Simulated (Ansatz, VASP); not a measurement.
# Two plane-wave programs on Al5Cu

```
Al Cu
1.0
     2.84460    0.00000    0.00000
    -1.42230    2.46349    0.00000
     0.00000    0.00000   13.36569
Al Cu
5 1
Direct
  0.00000 0.00000 0.00000
  0.33333 0.66667 0.82515
  0.66667 0.33333 0.65079
  0.33333 0.66667 0.34921
  0.66667 0.33333 0.17485
  0.00000 0.00000 0.50000
```

Alike in both runs: functional PBE; k mesh 18 × 18 × 4; occupations gaussian, width 0.1 eV; no spin polarisation.

Ansatz relaxed the structure, and its values are those at the end. VASP's run is a single point on that final structure, the one shown.

|  | VASP | Ansatz |
| --- | --- | --- |
| version | VASP 6.6.1 | Ansatz 0.2.0 |
| potentials or method | VASP PAW PBE potentials, release 64 (Al, Cu), cutoff 520 eV | scalar-relativistic, plane waves, PAW |
| valence electrons in the cell | 26 | 34 |

```csv
,VASP,Ansatz,Ansatz less VASP
gap on the k mesh at the Fermi level (eV),none,none,-
pressure (GPa),0.1,0.0,-0.03
rms of the force components (eV/Å),0.007,0.001,-0.0064
```

A gap of «none» marks a metal or a gap that the smearing closes. VASP's potentials hold 26 valence electrons a cell and Ansatz's 34, so a difference there can come from the potentials and not from the codes.
